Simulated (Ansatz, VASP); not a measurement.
## Mo in VASP and in Ansatz

```
Mo
1.0
     4.79832    0.00000    0.00000
    -2.39916    4.15547    0.00000
     0.00000    0.00000    2.63348
Mo
3
Direct
  0.00000 0.00000 0.00000
  0.33333 0.66667 0.50000
  0.66667 0.33333 0.50000
```

Alike in both runs: task single point; functional PBEsol; k mesh 9 × 9 × 14; occupations fermi-dirac, width 0.1 eV; no spin polarisation.

|  | VASP | Ansatz |
| --- | --- | --- |
| version | VASP 6.6.1 | Ansatz 0.2.0 |
| potentials or method | VASP PAW PBE potentials, release 64 (Mo_sv), cutoff 520 eV | plane waves (420 eV) with PAW, scalar-relativistic |
| valence electrons in the cell | 42 | 42 |

```csv
,VASP,Ansatz,Ansatz less VASP
pressure (GPa),-22.5,-22.9,-0.31
"traceless stress, the component that is largest in VASP (GPa)",-2.53,-2.61,-0.077
```

VASP's potentials were made for PBE, not for PBEsol, and Ansatz warns of the same on its side.
